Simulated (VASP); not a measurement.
# In7O (F-43m) in VASP: further runs

In7O is run at these levels: PBE; tasks: single point, relaxation of cell and atoms.

All numbers are computed with VASP 6.6.1; they aren't measurements. Logs are shortened: lines on timing, memory, paths and dates and some standing lists are left out, and cuts for length are marked.

### Step 1. The cell of the first run

It takes space group F-43m (No. 216, cubic). Conventional cell: a = 9.721 Å, b = 9.721 Å, c = 9.721 Å, α = 90.00°, β = 90.00°, γ = 90.00°. In (site symmetry 2mm) has 1 O at 2.46 Å within 3.2 Å. Within 4.5 Å of In (site symmetry -43m) lie 12 In at 3.44 Å and 4 O at 4.21 Å. O (site symmetry -43m) has 6 In at 2.46 Å within 3.2 Å.

The cell was built from a structure type or drawn by symmetry, and may not be a known phase.

### Step 2. Single point, PBE

Input file INCAR:

```
ALGO = Normal
EDIFF = 1E-6
ENCUT = 600
GGA = PE
GGA_COMPAT = False
ISIF = 2
ISMEAR = 0
LASPH = True
LCHARG = False
LREAL = False
LWAVE = False
NBANDS = 58
NELM = 120
PREC = Accurate
SIGMA = 0.2
```

Input file KPOINTS:

```
k-points
0
Gamma
  3 3 3
```

Input file POSCAR:

```
In7O
1.0
    0.0000000000      4.8602751816      4.8602751816
    4.8602751816      0.0000000000      4.8602751816
    4.8602751816      4.8602751816      0.0000000000
In O
7 1
Direct
    0.2528457122      0.7471542878      0.7471542878
    0.7471542878      0.2528457122      0.2528457122
    0.7471542878      0.2528457122      0.7471542878
    0.2528457122      0.7471542878      0.2528457122
    0.7471542878      0.7471542878      0.2528457122
    0.2528457122      0.2528457122      0.7471542878
    0.2500000000      0.2500000000      0.2500000000
    0.0000000000      0.0000000000      0.0000000000
```

Potentials or basis: VASP PAW PBE potentials, release 64 (In_d, O).

Command:

```bash
$ cat potpaw_PBE.64/In_d/POTCAR potpaw_PBE.64/O/POTCAR > POTCAR
$ mpirun -np 1 vasp_std > vasp.out
```

OUTCAR:

```text
EDIFF = 1E-6
   ENCUT = 600
   GGA = PE
   ISIF = 2
   ISMEAR = 0
   LASPH = True
   LREAL = False
   NELM = 120
   PREC = Accurate

 ion  position               nearest neighbor table
   1  0.253  0.747  0.747-   8 2.46   4 3.40   5 3.40   6 3.40   3 3.40   7 3.44   7 3.44   6 3.48
                             4 3.48   3 3.48   5 3.48
   2  0.747  0.253  0.253-   8 2.46   4 3.40   5 3.40   6 3.40   3 3.40   7 3.44   7 3.44   6 3.48
                             4 3.48   3 3.48   5 3.48
   3  0.747  0.253  0.747-   8 2.46   2 3.40   5 3.40   6 3.40   1 3.40   7 3.44   7 3.44   6 3.48
                             1 3.48   2 3.48   5 3.48
   4  0.253  0.747  0.253-   8 2.46   2 3.40   5 3.40   6 3.40   1 3.40   7 3.44   7 3.44   6 3.48
                             1 3.48   2 3.48   5 3.48
   5  0.747  0.747  0.253-   8 2.46   2 3.40   3 3.40   4 3.40   1 3.40   7 3.44   7 3.44   2 3.48
                             4 3.48   3 3.48   1 3.48
   6  0.253  0.253  0.747-   8 2.46   2 3.40   3 3.40   4 3.40   1 3.40   7 3.44   7 3.44   4 3.48
                             1 3.48   2 3.48   3 3.48
   7  0.250  0.250  0.250-   6 3.44   6 3.44   5 3.44   5 3.44   3 3.44   4 3.44   1 3.44   4 3.44
                             2 3.44   2 3.44   3 3.44   1 3.44
   8  0.000  0.000  0.000-   1 2.46   2 2.46   3 2.46   4 2.46   5 2.46   6 2.46

  LATTYP: Found a face centered cubic cell.
 ALAT       =     9.7205503632

  Lattice vectors:

 A1 = (   0.0000000000,   4.8602751816,   4.8602751816)
 A2 = (   4.8602751816,   0.0000000000,   4.8602751816)
 A3 = (   4.8602751816,   4.8602751816,   0.0000000000)

Analysis of symmetry for initial positions (statically):
=====================================================================
 Subroutine PRICEL returns:
 Original cell was already a primitive cell.

 Routine SETGRP: Setting up the symmetry group for a
 face centered cubic supercell.

 Subroutine GETGRP returns: Found 24 space group operations
 (whereof 24 operations were pure point group operations)
 out of a pool of 48 trial point group operations.

The static configuration has the point symmetry T_d .

Analysis of symmetry for dynamics (positions and initial velocities):
=====================================================================
 Subroutine PRICEL returns:
 Original cell was already a primitive cell.

 Routine SETGRP: Setting up the symmetry group for a
 face centered cubic supercell.

 Subroutine GETGRP returns: Found 24 space group operations
 (whereof 24 operations were pure point group operations)
 out of a pool of 48 trial point group operations.

The dynamic configuration has the point symmetry T_d .

 Subroutine INISYM returns: Found 24 space group operations
 (whereof 24 operations are pure point group operations),
 and found     1 'primitive' translations

----------------------------------------------------------------------------------------

                                     Primitive cell

  volume of cell :     229.6215

  direct lattice vectors                    reciprocal lattice vectors
     0.000000000  4.860275182  4.860275182    -0.102874833  0.102874833  0.102874833
     4.860275182  0.000000000  4.860275182     0.102874833 -0.102874833  0.102874833
     4.860275182  4.860275182  0.000000000     0.102874833  0.102874833 -0.102874833

  length of vectors
     6.873467079  6.873467079  6.873467079     0.178184438  0.178184438  0.178184438

  position of ions in fractional coordinates (direct lattice)
     0.252845712  0.747154288  0.747154288
     0.747154288  0.252845712  0.252845712
     0.747154288  0.252845712  0.747154288
     0.252845712  0.747154288  0.252845712
     0.747154288  0.747154288  0.252845712
     0.252845712  0.252845712  0.747154288
     0.250000000  0.250000000  0.250000000
     0.000000000  0.000000000  0.000000000

  ion indices of the primitive-cell ions
   primitive index   ion index
                 1           1
                 2           2
                 3           3
                 4           4
                 5           5
                 6           6
                 7           7
                 8           8

----------------------------------------------------------------------------------------

 KPOINTS: k-points

Automatic generation of k-mesh.
 Grid dimensions read from file:
 generate k-points for:    3    3    3

 Generating k-lattice:

  Cartesian coordinates                     Fractional coordinates (reciprocal lattice)
    -0.034291611  0.034291611  0.034291611     0.333333333  0.000000000  0.000000000
     0.034291611 -0.034291611  0.034291611     0.000000000  0.333333333  0.000000000
     0.034291611  0.034291611 -0.034291611     0.000000000  0.000000000  0.333333333

  Length of vectors
     0.059394813  0.059394813  0.059394813

  Shift w.r.t. Gamma in fractional coordinates (k-lattice)
     0.000000000  0.000000000  0.000000000

 Subroutine IBZKPT returns following result:
 ===========================================

 Found      4 irreducible k-points:

 Following reciprocal coordinates:
            Coordinates               Weight
  0.000000  0.000000  0.000000      1.000000
  0.333333  0.000000  0.000000      8.000000
  0.333333  0.333333  0.000000      6.000000
 -0.333333  0.333333  0.000000     12.000000
   k-points           NKPTS =      4   k-points in BZ     NKDIM =      4   number of bands    NBANDS=     58
   number of dos      NEDOS =    301   number of ions     NIONS =      8
   total plane-waves  NPLWV = 175616
   dimension x,y,z NGX =    56 NGY =   56 NGZ =   56
   dimension x,y,z NGXF=   112 NGYF=  112 NGZF=  112
   ions per type =               7   1
   NGX,Y,Z   is equivalent  to a cutoff of  13.54, 13.54, 13.54 a.u.
   NGXF,Y,Z  is equivalent  to a cutoff of  27.09, 27.09, 27.09 a.u.
 SYSTEM =  unknown system
   PREC   = accura    normal or accurate (medium, high low for compatibility)
   ISTART =      0    job   : 0-new  1-cont  2-samecut
   ICHARG =      2    charge: 1-file 2-atom 10-const
   ISPIN  =      1    spin polarized calculation?
   LNONCOLLINEAR =      F non collinear calculations
   LSORBIT =      F    spin-orbit coupling
   LASPH  =      T    aspherical Exc in radial PAW
   ENCUT  =  600.0 eV  44.10 Ry    6.64 a.u.  13.73 13.73 13.73*2*pi/ulx,y,z
   NELM   =    120;   NELMIN=  2; NELMDL= -5     # of ELM steps
   EDIFF  = 0.1E-05   stopping-criterion for ELM
   LREAL  =      F    real-space projection
   EDIFFG = 0.1E-04   stopping-criterion for IOM
   NSW    =      0    number of steps for IOM
   IBRION =     -1    ionic relax: 0-MD 1-quasi-New 2-CG
   NFREE  =      0    steps in history (QN), initial steepest desc. (CG)
   ISIF   =      2    stress and relaxation
   ISYM   =      2    0-nonsym 1-usesym 2-fastsym
   POTIM  = 0.5000    time-step for ionic-motion
   TEBEG  =    0.0;   TEEND  =   0.0 temperature during run
   PSTRESS=    0.0 pullay stress
   NELECT =      97.0000    total number of electrons
   NUPDOWN=      -1.0000    fix difference up-down
   EMIN   =  10.00;   EMAX   =-10.00  energy-range for DOS
   EFERMI =   0.00;   METHOD = LEGACY
   ISMEAR =     0;   SIGMA  =   0.20  broadening in eV -4-tet -1-fermi 0-gaus
   EFERMI_NEDOS =   21; number of points for ismear=-14 and -15
   IALGO  =     38    algorithm
   IMIX   =      4    mixing-type and parameters
     AMIX     =   0.40;   BMIX     =  1.00
     AMIX_MAG =   1.60;   BMIX_MAG =  1.00
  volume/ion in A,a.u.               =      28.70       193.70
  Fermi-wavevector in a.u.,A,eV,Ry     =   1.228366  2.321276 20.529609  1.508884
  Thomas-Fermi vector in A             =   2.363294
   LORBIT       =      0    0 simple, 1 ext, 2 COOP (PROOUT), +10 PAW based schemes
   GGA     = PE    functional components
   LHFCALC =     F    Hartree Fock is set to
   AEXX    =    0.0000 exact exchange contribution
   IVDW    =     0    specifies the selected vdW correction
   LEPSILON=     F    determine dielectric tensor
   LRPA    =     F    only Hartree local field effects (RPA)
 non-spin polarized calculation
 Gauss-broadening in eV      SIGMA  =   0.20
  energy-cutoff  :      600.00
  volume of cell :      229.62
 maximum number of plane-waves:      7727
   NGX = 27   NGY = 27   NGZ = 27

 number of electron      96.9999999 magnetization

 Free energy of the ion-electron system (eV)
  ---------------------------------------------------
  ext. energy  EPLUGINS =         0.00000000
  ---------------------------------------------------
  free energy    TOTEN  =       -23.74488351 eV

  energy without entropy =      -23.66061334  energy(sigma->0) =      -23.70274842

 E-fermi :   5.2432     XC(G=0):  -9.2982

 val. band max:        5.1765622753   @ k =   0.3333   0.3333   0.0000
 cond. band min:       5.3995753115   @ k =  -0.3333   0.3333   0.0000
 fundamental gap:      0.2230130362
 Fermi energy:         5.2431997143

 k-point     1 :       0.0000    0.0000    0.0000
  band No.  band energies     occupation
      1     -13.1157      2.00000
      2      -9.1898      2.00000
      3      -9.1898      2.00000
      4      -9.1898      2.00000
      5      -9.1142      2.00000
      6      -9.1142      2.00000
[... 50 lines left out ...]
     57       9.5737      0.00000
     58      11.2819      0.00000

 k-point     2 :       0.3333    0.0000    0.0000
  band No.  band energies     occupation
      1     -13.1128      2.00000
      2      -9.1573      2.00000
      3      -9.1422      2.00000
      4      -9.1422      2.00000
      5      -9.1191      2.00000
      6      -9.0844      2.00000
[... 50 lines left out ...]
     57      10.2096      0.00000
     58      10.4467      0.00000

 k-point     3 :       0.3333    0.3333    0.0000
  band No.  band energies     occupation
      1     -13.1120      2.00000
      2      -9.1613      2.00000
      3      -9.1010      2.00000
      4      -9.1010      2.00000
      5      -9.0857      2.00000
      6      -9.0857      2.00000
[... 50 lines left out ...]
     57       8.5788      0.00000
     58       9.9791      0.00000

 k-point     4 :      -0.3333    0.3333    0.0000
  band No.  band energies     occupation
      1     -13.1110      2.00000
      2      -9.1281      2.00000
      3      -9.1045      2.00000
      4      -9.0966      2.00000
      5      -9.0683      2.00000
      6      -9.0656      2.00000
[... 50 lines left out ...]
     57       8.8933      0.00000
     58       9.4394      0.00000

------------------------ aborting loop because EDIFF is reached ----------------------------------------

  FORCE on cell =-STRESS in cart. coord.  units (eV):
  Direction    XX          YY          ZZ          XY          YZ          ZX
  --------------------------------------------------------------------------------------
  -------------------------------------------------------------------------------------
  Total       -0.4244457     -0.4244457     -0.4244457      0.0000000      0.0000000      0.0000000
  in kB       -2.9615576     -2.9615576     -2.9615576      0.0000000      0.0000000      0.0000000
  external PRESSURE =      -2.9615576 kB  Pullay stress =       0.0000000 kB

 VOLUME and BASIS-vectors are now :
 -----------------------------------------------------------------------------
  energy-cutoff  :      600.00
  volume of cell :      229.62
      direct lattice vectors                 reciprocal lattice vectors
     0.000000000  4.860275182  4.860275182    -0.102874833  0.102874833  0.102874833
     4.860275182  0.000000000  4.860275182     0.102874833 -0.102874833  0.102874833
     4.860275182  4.860275182  0.000000000     0.102874833  0.102874833 -0.102874833

 POSITION                                       TOTAL-FORCE (eV/Angst)
 -----------------------------------------------------------------------------------
      7.26275      4.86028      4.86028        -0.040236     -0.000000     -0.000000
      2.45780      4.86028      4.86028         0.040236     -0.000000     -0.000000
      4.86028      7.26275      4.86028        -0.000000     -0.040236     -0.000000
      4.86028      2.45780      4.86028        -0.000000      0.040236     -0.000000
      4.86028      4.86028      7.26275        -0.000000     -0.000000     -0.040236
      4.86028      4.86028      2.45780        -0.000000     -0.000000      0.040236
      2.43014      2.43014      2.43014        -0.000000     -0.000000     -0.000000
      0.00000      0.00000      0.00000        -0.000000     -0.000000     -0.000000
 -----------------------------------------------------------------------------------
    total drift:                                0.000000      0.000000     -0.000000

  FREE ENERGIE OF THE ION-ELECTRON SYSTEM (eV)
  ---------------------------------------------------
  free  energy   TOTEN  =       -23.7448835139 eV

  energy  without entropy=      -23.6606133360  energy(sigma->0) =      -23.70274842
```

Wall time 2.9 min (1 thread of AMD EPYC 9R45 (Zen 5), shared host); peak memory 0.38 GiB.

Results:

```
Free energy            : -23.7449 eV
Pressure               : -0.3 GPa
Largest force          : 0.040 eV/Å
Band gap on the k mesh : zero (an odd number of electrons rules out a gap without spin polarisation)
```

Forces on the atoms (eV/Å):
```
In  -0.040  0.000  0.000
In   0.040  0.000  0.000
In   0.000 -0.040  0.000
In   0.000  0.040  0.000
In   0.000  0.000 -0.040
In   0.000  0.000  0.040
In   0.000  0.000  0.000
O    0.000  0.000  0.000
```

Caveat: the k points lie up to 0.37 Å⁻¹ apart, too coarse for converged energies and pressures of a metal; spin-orbit coupling is left out, which moves the levels of the heavy elements; an odd number of electrons without spin polarisation forces a metal; a magnetic or distorted state may lie lower.

### Step 3. Relaxation of cell and atoms, PBE

This run uses another cell than the first one, of 24.92 Å³/atom.

Input file INCAR:

```
SYSTEM = In7O
PREC     = Accurate       ! precision mode
ENCUT    = 600            ! plane-wave cutoff, eV
EDIFF    = 1E-7           ! SCF threshold, eV
ISMEAR   = 0              ! smearing method
SIGMA    = 0.2            ! smearing width, eV
LREAL    = .FALSE.        ! projectors in reciprocal space
LASPH    = .TRUE.         ! aspherical terms in the spheres
NELM     = 120            ! most SCF steps
ALGO     = Normal         ! electronic algorithm
ISIF     = 3              ! what is computed and relaxed
LWAVE    = .FALSE.        ! write WAVECAR
LCHARG   = .FALSE.        ! write CHGCAR
GGA      = PE             ! functional
IBRION   = 2              ! ionic algorithm
NSW      = 36             ! ionic steps
EDIFFG   = -0.08          ! ionic threshold
GGA_COMPAT= .FALSE.      
NELMIN   = 4
```

Input file KPOINTS:

```
Automatic mesh
0
G
  3 3 3
  0 0 0
```

Input file POSCAR:

```
In7O
1.0
    0.0000000000      4.6366124200      4.6366124200
    4.6366124200      0.0000000000      4.6366124200
    4.6366124200      4.6366124200      0.0000000000
In O
7 1
Direct
    0.5215855000      0.9784145000      0.9784145000
    0.9784145000      0.5215855000      0.5215855000
    0.9784145000      0.5215855000      0.9784145000
    0.5215855000      0.9784145000      0.5215855000
    0.9784145000      0.9784145000      0.5215855000
    0.5215855000      0.5215855000      0.9784145000
    0.0000000000      0.0000000000      0.0000000000
    0.5000000000      0.5000000000      0.5000000000
```

Potentials or basis: VASP PAW PBE potentials, release 64 (In_d, O).

Command:

```bash
$ cat potpaw_PBE.64/In_d/POTCAR potpaw_PBE.64/O/POTCAR > POTCAR
$ mpirun -np 1 vasp_std > vasp.out
```

It took 12 min on 1 thread of AMD EPYC 9R45 (Zen 5), shared host; peak memory 0.39 GiB.

It converged, with:

| Item | Value |
| --- | --- |
| Free energy | -22.2117 eV |
| Relaxed volume | 24.99 Å³/atom |
| Relaxed cell | a = 6.563 Å, b = 6.563 Å, c = 6.563 Å, α = 60.00°, β = 60.00°, γ = 60.00° |
| Space group after relaxing (to 0.1 Å) | Fm-3m (No. 225) |
| Energy gained by relaxing | 108.5 meV/atom |
| Ionic steps | 5 |
| Pressure after relaxing | 0.3 GPa |
| Largest force after relaxing | 0.070 eV/Å |
| Band gap on the k mesh | zero (an odd number of electrons rules out a gap without spin polarisation) |

Forces on the atoms (eV/Å):
```
In   0.070  0.000  0.000
In  -0.070  0.000  0.000
In   0.000  0.070  0.000
In   0.000 -0.070  0.000
In   0.000  0.000  0.070
In   0.000  0.000 -0.070
In   0.000  0.000  0.000
O    0.000  0.000  0.000
```

Step by step:
| step | energy change (eV) | largest force (eV/Å) | pressure (GPa) | volume (Å³) |
| --- | --- | --- | --- | --- |
| 1 | 0.0000 | 1.6221 | 2.60 | 199.36 |
| 2 | -0.5763 | 0.6942 | -0.96 | 211.28 |
| 3 | -0.6437 | 0.3784 | -2.20 | 217.88 |
| 4 | -0.8169 | 0.2316 | -1.03 | 207.96 |
| 5 | -0.8677 | 0.0701 | 0.27 | 199.92 |

Final structure:
```cif
data_structure
_symmetry_space_group_name_H-M 'P 1'
_symmetry_Int_Tables_number 1
_cell_length_a 6.5633
_cell_length_b 6.5633
_cell_length_c 6.5633
_cell_angle_alpha 60.000
_cell_angle_beta 60.000
_cell_angle_gamma 60.000
_cell_volume 199.92
loop_
_atom_site_label
_atom_site_type_symbol
_atom_site_fract_x
_atom_site_fract_y
_atom_site_fract_z
_atom_site_occupancy
In1 In 0.50124 0.99876 0.99876 1
In2 In 0.99876 0.50124 0.50124 1
In3 In 0.99876 0.50124 0.99876 1
In4 In 0.50124 0.99876 0.50124 1
In5 In 0.99876 0.99876 0.50124 1
In6 In 0.50124 0.50124 0.99876 1
In7 In 0.00000 0.00000 0.00000 1
O1 O 0.50000 0.50000 0.50000 1
```

Levels at points of the mesh, in eV from the Fermi level:
```tsv
k point	band 45	band 46	band 47	band 48	band 49	band 50	band 51	band 52	band 53	band 54
(0.00, 0.00, 0.00)	-2.76	-2.04	-2.04	-2.04	-1.46	-1.46	0.86	0.86	0.86	4.87
```

Caveat: the k points lie up to 0.39 Å⁻¹ apart in the final cell, too coarse for converged energies and pressures of a metal; spin-orbit coupling is left out, which moves the levels of the heavy elements; an odd number of electrons without spin polarisation forces a metal; a magnetic or distorted state may lie lower; the relaxation stopped at a loose force limit of 0.08 eV/Å, so its end isn't a converged minimum.

[end of part 1 of 2]
